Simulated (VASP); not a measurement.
# ZnS (Imm2) in VASP: further runs, part 2 of 2

VASP 6.6.1. Earlier steps stand in the parts before.

**3. Single point, PBE**

The input, INCAR:

```
PREC     = Accurate       # precision mode
ENCUT    = 520            # plane-wave cutoff, eV
EDIFF    = 1E-7           # SCF threshold, eV
ISMEAR   = 0              # smearing method
SIGMA    = 0.01           # smearing width, eV
LREAL    = False          # projectors in reciprocal space
LASPH    = True           # aspherical terms in the spheres
NELM     = 100            # most SCF steps
ALGO     = Normal         # electronic algorithm
ISIF     = 2              # what is computed and relaxed
LWAVE    = False          # write WAVECAR
LCHARG   = False          # write CHGCAR
GGA      = PE             # functional
NBANDS   = 16             # bands
```

The input, KPOINTS:

```
regular mesh
0
Gamma
  6 6 6
```

The input, POSCAR:

```
ZnS
1.0
    0.0000000000      2.7020000000      2.7020000000
    2.7020000000      0.0000000000      2.7020000000
    2.7020000000      2.7020000000      0.0000000000
Zn S
1 1
Direct
    0.2500000000      0.2500000000      0.2500000000
    0.0370096225      0.0370096225     -0.0370096225
```

Potentials or basis: VASP PAW PBE potentials, release 64 (Zn, S).

The run is started by

```console
> cat potpaw_PBE.64/Zn/POTCAR potpaw_PBE.64/S/POTCAR > POTCAR
> mpirun -np 1 vasp_std > vasp.out
```

OUTCAR:

```text
PREC = Accurate
   ENCUT = 520
   EDIFF = 1E-7
   ISMEAR = 0
   LREAL = False
   LASPH = True
   NELM = 100
   ISIF = 2
   GGA = PE

 ion  position               nearest neighbor table
   1  0.250  0.250  0.250-   2 2.23   2 2.23   2 2.46   2 2.46
   2  0.037  0.037  0.963-   1 2.23   1 2.23   1 2.46   1 2.46

  LATTYP: Found a face centered cubic cell.
 ALAT       =     5.4040000000

  Lattice vectors:

 A1 = (   0.0000000000,   2.7020000000,   2.7020000000)
 A2 = (   2.7020000000,   0.0000000000,   2.7020000000)
 A3 = (   2.7020000000,   2.7020000000,   0.0000000000)

Analysis of symmetry for initial positions (statically):
=====================================================================
 Subroutine PRICEL returns:
 Original cell was already a primitive cell.

 Routine SETGRP: Setting up the symmetry group for a
 face centered cubic supercell.

 Subroutine GETGRP returns: Found  4 space group operations
 (whereof  4 operations were pure point group operations)
 out of a pool of 48 trial point group operations.

The static configuration has the point symmetry C_2v.

Analysis of symmetry for dynamics (positions and initial velocities):
=====================================================================
 Subroutine PRICEL returns:
 Original cell was already a primitive cell.

 Routine SETGRP: Setting up the symmetry group for a
 face centered cubic supercell.

 Subroutine GETGRP returns: Found  4 space group operations
 (whereof  4 operations were pure point group operations)
 out of a pool of 48 trial point group operations.

The dynamic configuration has the point symmetry C_2v.

 Subroutine INISYM returns: Found  4 space group operations
 (whereof  4 operations are pure point group operations),
 and found     1 'primitive' translations

----------------------------------------------------------------------------------------

                                     Primitive cell

  volume of cell :      39.4535

  direct lattice vectors                    reciprocal lattice vectors
     0.000000000  2.702000000  2.702000000    -0.185048113  0.185048113  0.185048113
     2.702000000  0.000000000  2.702000000     0.185048113 -0.185048113  0.185048113
     2.702000000  2.702000000  0.000000000     0.185048113  0.185048113 -0.185048113

  length of vectors
     3.821205046  3.821205046  3.821205046     0.320512733  0.320512733  0.320512733

  position of ions in fractional coordinates (direct lattice)
     0.250000000  0.250000000  0.250000000
     0.037009623  0.037009623  0.962990377

  ion indices of the primitive-cell ions
   primitive index   ion index
                 1           1
                 2           2

----------------------------------------------------------------------------------------

 KPOINTS: regular mesh

Automatic generation of k-mesh.
 Grid dimensions read from file:
 generate k-points for:    6    6    6

 Generating k-lattice:

  Cartesian coordinates                     Fractional coordinates (reciprocal lattice)
    -0.030841352  0.030841352  0.030841352     0.166666667  0.000000000  0.000000000
     0.030841352 -0.030841352  0.030841352     0.000000000  0.166666667  0.000000000
     0.030841352  0.030841352 -0.030841352     0.000000000  0.000000000  0.166666667

  Length of vectors
     0.053418789  0.053418789  0.053418789

  Shift w.r.t. Gamma in fractional coordinates (k-lattice)
     0.000000000  0.000000000  0.000000000

 Subroutine IBZKPT returns following result:
 ===========================================

 Found     46 irreducible k-points:

 Following reciprocal coordinates:
            Coordinates               Weight
  0.000000  0.000000  0.000000      1.000000
  0.166667  0.000000  0.000000      4.000000
  0.000000  0.000000  0.166667      4.000000
  0.333333  0.000000  0.000000      4.000000
  0.000000  0.000000  0.333333      4.000000
  0.500000  0.000000  0.000000      2.000000
[... 16 lines left out ...]
  0.000000 -0.166667  0.166667      8.000000
  0.166667  0.166667  0.333333      2.000000
 [... further k-points ...]
   k-points           NKPTS =     46   k-points in BZ     NKDIM =     46   number of bands    NBANDS=     16
   number of dos      NEDOS =    301   number of ions     NIONS =      2
   total plane-waves  NPLWV =  21952
   dimension x,y,z NGX =    28 NGY =   28 NGZ =   28
   dimension x,y,z NGXF=    56 NGYF=   56 NGZF=   56
   ions per type =               1   1
   NGX,Y,Z   is equivalent  to a cutoff of  12.18, 12.18, 12.18 a.u.
   NGXF,Y,Z  is equivalent  to a cutoff of  24.36, 24.36, 24.36 a.u.
 SYSTEM =  unknown system
   PREC   = accura    normal or accurate (medium, high low for compatibility)
   ISTART =      0    job   : 0-new  1-cont  2-samecut
   ICHARG =      2    charge: 1-file 2-atom 10-const
   ISPIN  =      1    spin polarized calculation?
   LNONCOLLINEAR =      F non collinear calculations
   LSORBIT =      F    spin-orbit coupling
   LASPH  =      T    aspherical Exc in radial PAW
   ENCUT  =  520.0 eV  38.22 Ry    6.18 a.u.   7.10  7.10  7.10*2*pi/ulx,y,z
   NELM   =    100;   NELMIN=  2; NELMDL= -5     # of ELM steps
   EDIFF  = 0.1E-06   stopping-criterion for ELM
   LREAL  =      F    real-space projection
   EDIFFG = 0.1E-05   stopping-criterion for IOM
   NSW    =      0    number of steps for IOM
   IBRION =     -1    ionic relax: 0-MD 1-quasi-New 2-CG
   NFREE  =      0    steps in history (QN), initial steepest desc. (CG)
   ISIF   =      2    stress and relaxation
   ISYM   =      2    0-nonsym 1-usesym 2-fastsym
   POTIM  = 0.5000    time-step for ionic-motion
   TEBEG  =    0.0;   TEEND  =   0.0 temperature during run
   PSTRESS=    0.0 pullay stress
   NELECT =      18.0000    total number of electrons
   NUPDOWN=      -1.0000    fix difference up-down
   EMIN   =  10.00;   EMAX   =-10.00  energy-range for DOS
   EFERMI =   0.00;   METHOD = LEGACY
   ISMEAR =     0;   SIGMA  =   0.01  broadening in eV -4-tet -1-fermi 0-gaus
   EFERMI_NEDOS =   21; number of points for ismear=-14 and -15
   IALGO  =     38    algorithm
   IMIX   =      4    mixing-type and parameters
     AMIX     =   0.40;   BMIX     =  1.00
     AMIX_MAG =   1.60;   BMIX_MAG =  1.00
  volume/ion in A,a.u.               =      19.73       133.12
  Fermi-wavevector in a.u.,A,eV,Ry     =   1.260290  2.381602 21.610537  1.588330
  Thomas-Fermi vector in A             =   2.393807
   LORBIT       =      0    0 simple, 1 ext, 2 COOP (PROOUT), +10 PAW based schemes
   GGA     = PE    functional components
   LHFCALC =     F    Hartree Fock is set to
   AEXX    =    0.0000 exact exchange contribution
   IVDW    =     0    specifies the selected vdW correction
   LEPSILON=     F    determine dielectric tensor
   LRPA    =     F    only Hartree local field effects (RPA)
 non-spin polarized calculation
 Gauss-broadening in eV      SIGMA  =   0.01
  energy-cutoff  :      520.00
  volume of cell :       39.45
 maximum number of plane-waves:      1073
   NGX = 15   NGY = 15   NGZ = 15

 number of electron      18.0000000 magnetization

 Free energy of the ion-electron system (eV)
  ---------------------------------------------------
  ext. energy  EPLUGINS =         0.00000000
  ---------------------------------------------------
  free energy    TOTEN  =        -6.72906475 eV

  energy without entropy =       -6.72906475  energy(sigma->0) =       -6.72906475

 E-fermi :   2.3198     XC(G=0):  -9.6279

 val. band max:        2.2066470980   @ k =   0.0000   0.0000   0.0000
 cond. band min:       4.2482739237   @ k =   0.0000   0.0000   0.0000
 fundamental gap:      2.0416268257
 Fermi energy:         2.3197832901

 k-point     1 :       0.0000    0.0000    0.0000
  band No.  band energies     occupation
      1     -11.0698      2.00000
      2      -4.4434      2.00000
      3      -4.3025      2.00000
      4      -4.1601      2.00000
      5      -3.8096      2.00000
      6      -3.7967      2.00000
[... 8 lines left out ...]
     15      13.8661      0.00000
     16      13.9191      0.00000

 k-point     2 :       0.1667    0.0000    0.0000
  band No.  band energies     occupation
      1     -10.8768      2.00000
      2      -4.4086      2.00000
      3      -4.2901      2.00000
      4      -4.1444      2.00000
      5      -3.8102      2.00000
      6      -3.7922      2.00000
[... 8 lines left out ...]
     15      13.1706      0.00000
     16      14.7441      0.00000
[... 387 lines left out ...]
      5      -3.8177      2.00000
      6      -3.7819      2.00000
[... 8 lines left out ...]
     15      14.0943      0.00000
     16      16.4289      0.00000

 k-point    24 :       0.1667    0.1667    0.3333
  band No.  band energies     occupation
      1     -10.5454      2.00000
      2      -4.4044      2.00000
      3      -4.1318      2.00000
      4      -4.0975      2.00000
      5      -3.8349      2.00000
      6      -3.7984      2.00000
[... 8 lines left out ...]
     15      13.7541      0.00000
     16      16.1984      0.00000

 [... further k-points ...]
[... 5 lines left out ...]
  --------------------------------------------------------------------------------------
  -------------------------------------------------------------------------------------
  Total        0.8768633      0.8768633      0.5389725      1.1790571      0.0000000      0.0000000
  in kB       35.6087279     35.6087279     21.8872485     47.8805776      0.0000000      0.0000000
  external PRESSURE =      31.0349014 kB  Pullay stress =       0.0000000 kB

 VOLUME and BASIS-vectors are now :
 -----------------------------------------------------------------------------
  energy-cutoff  :      520.00
  volume of cell :       39.45
      direct lattice vectors                 reciprocal lattice vectors
     0.000000000  2.702000000  2.702000000    -0.185048113  0.185048113  0.185048113
     2.702000000  0.000000000  2.702000000     0.185048113 -0.185048113  0.185048113
     2.702000000  2.702000000  0.000000000     0.185048113  0.185048113 -0.185048113

 POSITION                                       TOTAL-FORCE (eV/Angst)
 -----------------------------------------------------------------------------------
      1.35100      1.35100      1.35100        -0.000000     -0.000000      1.137022
      2.70200      2.70200      0.20000         0.000000      0.000000     -1.137022
 -----------------------------------------------------------------------------------
    total drift:                               -0.000004     -0.000004     -0.000053

  FREE ENERGIE OF THE ION-ELECTRON SYSTEM (eV)
  ---------------------------------------------------
  free  energy   TOTEN  =        -6.7290647507 eV

  energy  without entropy=       -6.7290647507  energy(sigma->0) =       -6.72906475
```

Run time: 12 s. Hardware: 1 thread of Intel Xeon 6975P-C (Granite Rapids), shared host; peak memory 0.16 GiB.

Results:

| Item | Value |
| --- | --- |
| Free energy | -6.7291 eV |
| Pressure | 3.1 GPa |
| Largest force | 1.137 eV/Å |
| Band gap on the k mesh | 2.04 eV, direct |

Forces on the atoms (eV/Å):
```
Zn   0.000  0.000  1.137
S    0.000  0.000 -1.137
```

Caveat: forces of over 1 eV/Å act on the atoms, so gaps and moduli don't describe the material at rest.
